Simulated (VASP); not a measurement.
MgZr2N:

```
Mg Zr N
1.0
     2.22359    1.28379    3.59042
    -2.22359    1.28379    3.59042
     0.00000   -2.56758    3.59042
Mg Zr N
1 2 1
Direct
  0.50000 0.50000 0.50000
  0.82450 0.82450 0.82450
  0.17550 0.17550 0.17550
  0.00000 0.00000 0.00000
```

- Program: VASP 6.6.1
- Task: relaxation of cell and atoms
- Functional: PBE
- Potentials or basis: VASP PAW PBE potentials, release 64 (Mg, Zr_sv, N)
- Cutoff: 600 eV
- k mesh: 6 × 6 × 6
- Occupations: gaussian, width 0.1 eV
- Spin: no spin polarisation

At the start: pressure 50.0 GPa; volume 15.37 Å³/atom.

Q: How do energy, volume and symmetry change on relaxing?

A: Over 19 steps the energy falls by 1048.9 meV/atom and the volume is 21.54 Å³/atom (+40.1 %); space group R-3m (No. 166, to 0.05 Å).

The path:
| step | energy change (eV) | largest force (eV/Å) | pressure (GPa) | volume (Å³) |
| --- | --- | --- | --- | --- |
| 1 | 0.0000 | 3.9439 | 50.03 | 61.50 |
| 2 | -1.5691 | 3.3210 | -15.88 | 114.35 |
| 3 | -3.4891 | 1.3986 | -2.40 | 86.11 |
| 4 | -4.1222 | 1.1734 | 3.06 | 88.04 |
| 5 | -4.1836 | 0.2563 | 1.00 | 87.77 |
| 6 | -4.1833 | 0.3151 | 1.14 | 87.80 |
| 7 | -4.1869 | 0.0582 | -0.90 | 89.73 |
| 8 | -4.1890 | 0.0811 | -0.14 | 88.99 |
| 9 | -4.1897 | 0.0652 | -0.15 | 88.80 |
| 10 | -4.1911 | 0.0199 | -0.19 | 88.24 |
| 11 | -4.1919 | 0.0628 | -0.22 | 87.13 |
| 12 | -4.1921 | 0.0580 | -0.19 | 87.06 |
| 13 | -4.1926 | 0.0436 | -0.10 | 86.85 |
| 14 | -4.1933 | 0.0151 | 0.07 | 86.43 |
| 15 | -4.1937 | 0.0416 | 0.45 | 85.60 |
| 16 | -4.1937 | 0.0300 | 0.37 | 85.78 |
| 17 | -4.1941 | 0.0274 | 0.33 | 85.81 |
| 18 | -4.1951 | 0.0185 | 0.19 | 85.93 |
| 19 | -4.1955 | 0.0024 | -0.06 | 86.16 |

Final structure:
```
Mg Zr N
1.0
     2.68235    1.54866    3.45695
    -2.68235    1.54866    3.45695
     0.00000   -3.09731    3.45695
Mg Zr N
1 2 1
Direct
  0.50000 0.50000 0.50000
  0.81103 0.81103 0.81103
  0.18897 0.18897 0.18897
  0.00000 0.00000 0.00000
```

Caveat: the volume moved by over 15 % at a fixed basis, so the end points are rough.
